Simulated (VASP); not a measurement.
CoO:

```
Co O
1.0
     0.00000    2.24997    2.24997
     2.24997    0.00000    2.24997
     2.24997    2.24997    0.00000
Co O
1 1
Direct
  0.00000 0.00000 0.00000
  0.25000 0.25000 0.25000
```

Base run:

| Item | Value |
| --- | --- |
| Program | VASP 6.6.1 |
| Functional | PBE |
| Potentials or basis | VASP PAW PBE potentials, release 64 (Co, O) |
| Cutoff | 520 eV |
| k mesh | 16 × 16 × 16 |
| Occupations | gaussian, width 0.1 eV |
| Spin | collinear spin, ferromagnetic start |
| Starting moments | [0.5, 0.0] μB |

Its results: pressure -0.1 GPa.

Question: The run is repeated on the same cell with these changes: spin from collinear spin, ferromagnetic start to no spin polarisation; further incar settings from ALGO = Normal; EDIFF = 1e-07; NBANDS = 18 to ALGO = Normal; EDIFF = 1e-06; NBANDS = 14. What comes out?

Answer: Pressure -13.9 GPa.

Caveats: a cell with one magnetic atom can't hold antiferromagnetic order, which such compounds often take (some runs); an odd number of electrons without spin polarisation forces a metal (some runs); a magnetic or distorted state may lie lower (some runs).
